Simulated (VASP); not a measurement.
Set up this calculation in VASP 6.6.1, as the native input.

```yaml
Task: single point
Functional: r2SCAN
Potentials_or_basis: VASP PAW PBE potentials, release 64 (Pb_d)
Cutoff: 520 eV
k_mesh: 11 × 11 × 11
Occupations: gaussian, width 0.3 eV
Spin: no spin polarisation
Dipole_correction: no
Further_INCAR_settings: ALGO = Normal; EDIFF = 1e-06; NBANDS = 13
```

The system is Pb.

```
CELL_PARAMETERS angstrom
0.00000 2.49464 2.49464
2.49464 0.00000 2.49464
2.49464 2.49464 0.00000
ATOMIC_POSITIONS crystal
Pb 0.00000 0.00000 0.00000
```

The input as run:

POSCAR

```
Pb
1.0
    0.0000000000      2.4946408835      2.4946408835
    2.4946408835      0.0000000000      2.4946408835
    2.4946408835      2.4946408835      0.0000000000
Pb
1
Direct
    0.0000000000      0.0000000000      0.0000000000
```

INCAR.step1

```
SYSTEM = Pb
PREC = Accurate
ENCUT = 520
ISMEAR = 0
SIGMA = 0.3
LREAL = .FALSE.
LASPH = .TRUE.
NELM = 60
NBANDS = 13
GGA = PE
ALGO = Normal
EDIFF = 1E-4
LWAVE = .TRUE.
LCHARG = .FALSE.
```

INCAR.step2

```
SYSTEM = Pb
PREC = Accurate
ENCUT = 520
EDIFF = 1E-6
ISMEAR = 0
SIGMA = 0.3
LREAL = .FALSE.
LASPH = .TRUE.
NELM = 60
ALGO = Normal
ISIF = 2
LWAVE = .FALSE.
LCHARG = .FALSE.
METAGGA = R2SCAN
LMIXTAU = .TRUE.
NBANDS = 13
ISTART = 1
```

KPOINTS

```
Automatic mesh
0
G
  11 11 11
  0 0 0
```

Potentials or basis: VASP PAW PBE potentials, release 64 (Pb_d).

Command:

```bash
$ cat potpaw_PBE.64/Pb_d/POTCAR > POTCAR
$ cp INCAR.step1 INCAR
$ mpirun -np 1 vasp_std > vasp.out
$ cp INCAR.step2 INCAR
$ mpirun -np 1 vasp_std > vasp.out
```

It gave:

```json
{
 "Pressure": "0.0 GPa",
 "Band gap on the k mesh": "zero (band 7 reaches 14.50 eV, above the bottom of band 8 at 5.53 eV)"
}
```

Caveat: the PAW data sets were made with another functional, which shifts forces and pressure a little; spin-orbit coupling is left out, which moves the levels of the heavy elements.

Wall time 52 s on 1 thread of Intel(R) Xeon(R) Platinum 8488C (Sapphire Rapids) (shared host), peak memory 0.17 GiB.
